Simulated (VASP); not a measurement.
A run of VASP 6.6.1 is set up as follows.

Contents of INCAR:

```
ALGO = Normal
EDIFF = 1E-7
ENCUT = 520
GGA = PS
ISIF = 2
ISMEAR = 0
LASPH = T
LCHARG = F
LREAL = F
LWAVE = F
NBANDS = 22
NELM = 60
PREC = Accurate
SIGMA = 0.15
```

The input KPOINTS:

```
k-points
0
Gamma
  10 10 10
```

Contents of POSCAR:

```
InSb3
1.0
    4.8795103481      0.0000000000      0.0000000000
    0.0000000000      4.8795103481      0.0000000000
    0.0000000000      0.0000000000      4.3217823154
In Sb
1 3
Direct
    0.0000000000      0.0000000000      0.0000000000
    0.5000000000      0.0000000000      0.5000000000
    0.0000000000      0.5000000000      0.5000000000
    0.5000000000      0.5000000000      0.0000000000
```

Potentials or basis: VASP PAW PBE potentials, release 64 (In_d, Sb).

Launch:

```bash
$ cat potpaw_PBE.64/In_d/POTCAR potpaw_PBE.64/Sb/POTCAR > POTCAR
$ mpirun -np 1 vasp_std > vasp.out
```

Problem. What does it give for the band gap on the k mesh?

Solution. Zero (bands 14 and 15 overlap by 4.34 eV).

Problem. Estimate the pressure.

Solution. 1.6 GPa.

Stress tensor (GPa, compression positive):
```
1.92 0.00 0.00
0.00 1.92 0.00
0.00 0.00 0.97
```

Caveat: the PAW data sets were made with another functional, which shifts forces and pressure a little; spin-orbit coupling is left out, which moves the levels of the heavy elements.
